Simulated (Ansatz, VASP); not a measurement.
# Fe in VASP and in Ansatz

```
Fe
1.0
    -1.41578    1.41578    1.41578
     1.41578   -1.41578    1.41578
     1.41578    1.41578   -1.41578
Fe
1
Cartesian
  0.0000 0.0000 0.0000
```

Alike in both runs: functional PBE; k mesh 28 × 28 × 28; occupations gaussian, width 0.1 eV; collinear spin.

Ansatz relaxed the structure, and its values are those at the end. VASP's run is a single point on that final structure, the one shown.

|  | VASP | Ansatz |
| --- | --- | --- |
| version | VASP 6.6.1 | Ansatz 0.2.0 |
| potentials or method | VASP PAW PBE potentials, release 64 (Fe), cutoff 520 eV | scalar-relativistic, plane waves, PAW |
| valence electrons in the cell | 8 | 16 |

VASP gave:

- gap on the k mesh at the Fermi level (eV): none
- pressure (GPa): 0.0
- net moment per atom (μB): 2.19
- size of the moment on the site where the two differ most (μB): 2.19

Question: What did Ansatz give for the same quantities?

Answer: gap on the k mesh at the Fermi level (eV): none; pressure (GPa): 0.0; net moment per atom (μB): 2.17; size of the moment on the site where the two differ most (μB): 2.21.

Site moments also hang on the region over which each program counts them. A gap of «none» marks a metal or a gap that the smearing closes. With one functional, cell and mesh, what is left measures potentials, basis and numerics. VASP's potentials hold 8 valence electrons a cell and Ansatz's 16, so a difference there can come from the potentials and not from the codes.
